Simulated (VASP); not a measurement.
Set up this calculation in VASP 6.6.1, as the native input.

* Task: single point
* Functional: PBEsol
* Potentials or basis: VASP PAW PBE potentials, release 64 (Fe)
* Cutoff: 520 eV
* k mesh: 12 × 12 × 12
* Occupations: fermi-dirac, width 0.1 eV
* Spin: collinear spin, ferromagnetic start
* Starting moments: [1.23] μB
* Fixed moment: 1.23 μB
* Hubbard terms: Fe d U = 5.3 eV
* Dipole correction: no
* Further INCAR settings: ALGO = Normal; EDIFF = 1e-06; NBANDS = 14

The structure of Fe lies in POSCAR:

```
Fe
1.0
   -1.4455000000      1.4455000000      1.4455000000
    1.4455000000     -1.4455000000      1.4455000000
    1.4455000000      1.4455000000     -1.4455000000
Fe
1
Direct
    0.0000000000      0.0000000000      0.0000000000
```

One way to write it, as run:

INCAR

```
SYSTEM = Fe
  ALGO = Normal
  EDIFF = 1E-6
  ENCUT = 520
  GGA = PS
  ISIF = 2
  ISMEAR = -1
  ISPIN = 2
  LASPH = .True.
  LCHARG = .True.
  LDAU = .True.
  LDAUJ = 0
  LDAUL = 2
  LDAUPRINT = 1
  LDAUTYPE = 2
  LDAUU = 5.3
  LELF = .True.
  LMAXMIX = 4
  LORBIT = 11
  LREAL = .False.
  LVHAR = .True.
  LWAVE = .False.
  MAGMOM = 1.23
  NBANDS = 14
  NELM = 150
  NUPDOWN = 1.23
  PREC = Accurate
  SIGMA = 0.1
```

KPOINTS

```
k-points
0
Gamma
  12 12 12
  0 0 0
```

Potentials or basis: VASP PAW PBE potentials, release 64 (Fe).

Command:

```console
$ cat potpaw_PBE.64/Fe/POTCAR > POTCAR
$ mpirun -np 1 vasp_std > vasp.out
```

It gave:

- Pressure: -15.3 GPa
- Net moment: 1.23 μB per cell
- Site moments: Fe +1.26 μB
- Valence electrons inside the program's atomic spheres: Fe 7.27

Caveat: the PAW data sets were made with another functional, which shifts forces and pressure a little; the total moment is fixed, so each spin has its own Fermi level; the U is typed as a test and isn't derived for this compound.

Wall time 53 s on 1 thread of Intel Xeon 8259CL, on a shared host, peak memory 0.14 GiB.
